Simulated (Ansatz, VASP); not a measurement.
# BP: VASP beside Ansatz

The input POSCAR:

```
BP
1.0
    0.0000000000      2.4505200000      2.3597600000
    2.4505200000      0.0000000000      2.3597600000
    2.4505200000      2.4505200000      0.0000000000
B P
1 1
Direct
    0.0000000000      0.0000000000      0.0000000000
    0.7500000000      0.7500000000      0.7500000000
```

The input INCAR.step1:

```
PREC = Accurate
ENCUT = 520
ISMEAR = 0
SIGMA = 0.05
LREAL = False
LASPH = True
NELM = 80
NBANDS = 11
GGA = PE
ALGO = Normal
EDIFF = 1E-4
LWAVE = True
LCHARG = False
```

File INCAR.step2:

```
PREC = Accurate
ENCUT = 520
EDIFF = 1E-6
ISMEAR = 0
SIGMA = 0.05
LREAL = False
LASPH = True
NELM = 80
ALGO = Normal
ISIF = 2
LWAVE = False
LCHARG = True
METAGGA = R2SCAN
LMIXTAU = True
LELF = True
LVHAR = True
NBANDS = 11
ISTART = 1
```

Contents of KPOINTS:

```
regular mesh
0
Gamma
  10 10 10
```

Input for Ansatz:

```yaml
crystal:
  lattice:
    - [0.0, 2.45052, 2.35976]
    - [2.45052, 0.0, 2.35976]
    - [2.45052, 2.45052, 0.0]
  atoms:
    - { symbol: B, position: [0.0, 0.0, 0.0] }
    - { symbol: P, position: [0.75, 0.75, 0.75] }
basis:
  ecutwfc: 500
kpoints:
  mp_grid: { grid: [10, 10, 10] }
hamiltonian:
  xc: r2scan
scf:
  occupations: { method: gaussian, width: 0.05 }
output:
  forces: true
  stress: true
  eigenvalues: true
```

Change from the starting cell: strain +0.080 along x and y, +0.040 along z, atoms carried along.

Alike in both runs: task single point; functional r2SCAN; k mesh 10 × 10 × 10; occupations gaussian, width 0.05 eV; no spin polarisation.

```csv
,VASP,Ansatz
version,VASP 6.6.1,Ansatz 0.2.0
potentials or method,"VASP PAW PBE potentials, release 64 (B, P), cutoff 520 eV","scalar-relativistic, plane waves, PAW"
valence electrons in the cell,8,8
```

|  | VASP | Ansatz | Ansatz less VASP |
| --- | --- | --- | --- |
| gap on the k mesh at the Fermi level (eV) | 1.14 | 1.12 | -0.028 |
| least direct gap on the mesh (eV) | 3.04 | 3.00 | -0.036 |
| pressure (GPa) | -23.0 | -22.6 | +0.36 |
| traceless stress, the component that is largest in VASP (GPa) | 5.67 | 5.65 | -0.023 |

VASP's potentials were made for PBE, not for r2SCAN.
